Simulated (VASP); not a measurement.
A run of VASP 6.6.1:

File INCAR:

```
SYSTEM = TlCuI3
PREC = Accurate
ENCUT = 520
EDIFF = 1E-6
ISMEAR = 0
SIGMA = 0.1
LREAL = .False.
LASPH = .True.
NELM = 100
ALGO = Normal
ISIF = 2
LWAVE = .False.
LCHARG = .False.
GGA = PE
NBANDS = 30
```

The input KPOINTS:

```
regular mesh
0
Gamma
  8 8 8
  0 0 0
```

File POSCAR:

```
TlCuI3
1.0
    5.5463788000      0.0000000000      0.0000000000
    0.0000000000      5.5463788000      0.0000000000
    0.0000000000      0.0000000000      5.5463788000
Tl Cu I
1 1 3
Direct
    0.5000000000      0.5000000000      0.5000000000
    0.0000000000      0.0000000000      0.0000000000
    0.5000000000      0.0000000000      0.0000000000
    0.0000000000      0.5000000000      0.0000000000
    0.0000000000      0.0000000000      0.5000000000
```

Potentials or basis: VASP PAW PBE potentials, release 64 (Tl_d, Cu, I).

Command:

```sh
$ cat potpaw_PBE.64/Tl_d/POTCAR potpaw_PBE.64/Cu/POTCAR potpaw_PBE.64/I/POTCAR > POTCAR
$ mpirun -np 1 vasp_std > vasp.out
```

Hardware: 1 thread of Intel(R) Xeon(R) 6975P-C (Granite Rapids), on a shared host.

How long does it take, and how much memory?

It took 110 s on 1 thread of Intel(R) Xeon(R) 6975P-C (Granite Rapids), with other jobs on the host, peak memory 0.37 GiB. Counts: scf iterations 17, k points 35.
